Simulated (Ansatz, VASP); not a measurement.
Tl2CdSnSb4 in VASP and in Ansatz

Contents of INCAR:

```
SYSTEM = Tl2CdSnSb4
PREC = Accurate
ENCUT = 520
EDIFF = 1E-6
ISMEAR = -1
SIGMA = 0.0326
LREAL = .FALSE.
LASPH = .TRUE.
NELM = 60
ALGO = Normal
ISIF = 2
LWAVE = .FALSE.
LCHARG = .FALSE.
GGA = PE
NBANDS = 46
```

The input KPOINTS:

```
regular mesh
0
G
  6 6 6
  0 0 0
```

POSCAR

```
Tl2CdSnSb4
1.0
   -4.1449870000      4.1449870000      3.5507160000
    4.1449870000     -4.1449870000      3.5507160000
    4.1449870000      4.1449870000     -3.5507160000
Tl Cd Sn Sb
2 1 1 4
Direct
    0.5000000000      0.0000000000      0.5000000000
    0.0000000000      0.5000000000      0.5000000000
    0.5000000000      0.5000000000      0.0000000000
    0.0000000000      0.0000000000      0.0000000000
    0.4216600000      0.4216600000      0.3641800000
    0.5783400000      0.9425200000      0.0000000000
    0.0574800000      0.0574800000      0.6358200000
    0.9425200000      0.5783400000      0.0000000000
```

Input for Ansatz:

```yaml
crystal:
  lattice:
    - [-4.144987, 4.144987, 3.550716]
    - [4.144987, -4.144987, 3.550716]
    - [4.144987, 4.144987, -3.550716]
  atoms:
    - { symbol: Tl, position: [0.5, 0.0, 0.5] }
    - { symbol: Tl, position: [0.0, 0.5, 0.5] }
    - { symbol: Cd, position: [0.5, 0.5, 0.0] }
    - { symbol: Sn, position: [0.0, 0.0, 0.0] }
    - { symbol: Sb, position: [0.42166, 0.42166, 0.36418] }
    - { symbol: Sb, position: [0.57834, 0.94252, 0.0] }
    - { symbol: Sb, position: [0.05748, 0.05748, 0.63582] }
    - { symbol: Sb, position: [0.94252, 0.57834, 0.0] }
  symmetry: { tolerance: 0.0003 }
kpoints:
  mp_grid: { grid: [6, 6, 6], shift: [0, 0, 0] }
  band_path:
    path:
      - [0.0, 0.0, 0.0]
      - [0.0, 0.0, 0.5]
      - [-0.5, 0.5, 0.5]
      - [0.0, 0.0, 0.0]
      - [0.4334533, 0.4334533, -0.4334533]
      - [-0.4334533, 0.5665467, 0.4334533]
      - [-0.5, 0.5, 0.5]
      - [0.0, 0.0, 0.5]
      - [0.25, 0.25, 0.25]
      - [0.0, 0.5, 0.0]
      - [0.0, 0.0, 0.0]
    npoints: 6
magnetization:
  spin_polarized: false
scf:
  occupations: { method: fermi_dirac, width: 0.0326 }
  lower_state_search: "off"
  max_iter: 200
hamiltonian:
  pseudopotentials: { kind: paw }
  xc: pbe
basis:
  ecutwfc: 420
  fft_grid_basis: typed
output:
  forces: true
  stress: true
  eigenvalues: true
  bader: true
  populations: true
  elf: true
  write_potential: true
  volumetric_format: npy
  dos:
    e_range: [-12, 8]
    de: 0.05
    projected: { site_lists: { Cd: [Cd], Sb: [Sb], Sn: [Sn], Tl: [Tl] } }
checkpoint:
  read: saved_state
```

Alike in both runs: task single point; functional PBE; k mesh 6 × 6 × 6; occupations fermi-dirac, width 0.0326 eV; no spin polarisation.

|  | VASP | Ansatz |
| --- | --- | --- |
| version | VASP 6.6.1 | Ansatz 0.2.0 |
| potentials or method | VASP PAW PBE potentials, release 64 (Tl_d, Cd, Sn_d, Sb), cutoff 520 eV | PAW plane waves |
| valence electrons in the cell | 72 | 120 |

```tsv
	VASP	Ansatz	Ansatz less VASP
pressure (GPa)	2.9	2.8	-0.03
traceless stress, the component that is largest in VASP (GPa)	1.86	1.82	-0.039
rms of the force components (eV/Å)	0.530	0.522	-0.0074
```

Atom by atom the forces differ by 0.008 eV/Å (rms over components). VASP's potentials hold 72 valence electrons a cell and Ansatz's 120, so a difference there can come from the potentials and not from the codes.

Spin-orbit coupling is off throughout.
